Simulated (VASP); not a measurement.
Here is a VASP 6.6.1 calculation.

File INCAR:

```
  PREC = Accurate
  ENCUT = 520
  EDIFF = 1E-6
  ISMEAR = -1
  SIGMA = 0.02
  LREAL = False
  LASPH = True
  NELM = 100
  ALGO = Normal
  ISIF = 2
  LWAVE = False
  LCHARG = False
  GGA = PE
  NBANDS = 35
```

The input KPOINTS:

```
regular mesh
0
Gamma
  5 5 7
```

POSCAR

```
PbO2
1.0
    4.9578000000      0.0000000000      0.0000000000
    0.0000000000      4.9578000000      0.0000000000
    0.0000000000      0.0000000000      3.3878000000
Pb O
2 4
Direct
    0.0000000000      0.0000000000      0.0000000000
    0.5000000000      0.5000000000      0.5000000000
    0.3067000000      0.3067000000      0.0000000000
    0.1933000000      0.8067000000      0.5000000000
    0.6933000000      0.6933000000      0.0000000000
    0.8067000000      0.1933000000      0.5000000000
```

Potentials or basis: VASP PAW PBE potentials, release 64 (Pb_d, O).

Launch:

```sh
$ cat potpaw_PBE.64/Pb_d/POTCAR potpaw_PBE.64/O/POTCAR > POTCAR
$ mpirun -np 1 vasp_std > vasp.out
```

(1) Predict the band gap on the k mesh.

(2) Estimate the pressure.

(3) Predict the largest force.

Results:

(1) 0.13 eV, indirect (least direct gap 0.42 eV).

(2) 9.2 GPa.

(3) 0.011 eV/Å.

Caveat: spin-orbit coupling is left out, which moves the levels of the heavy elements.
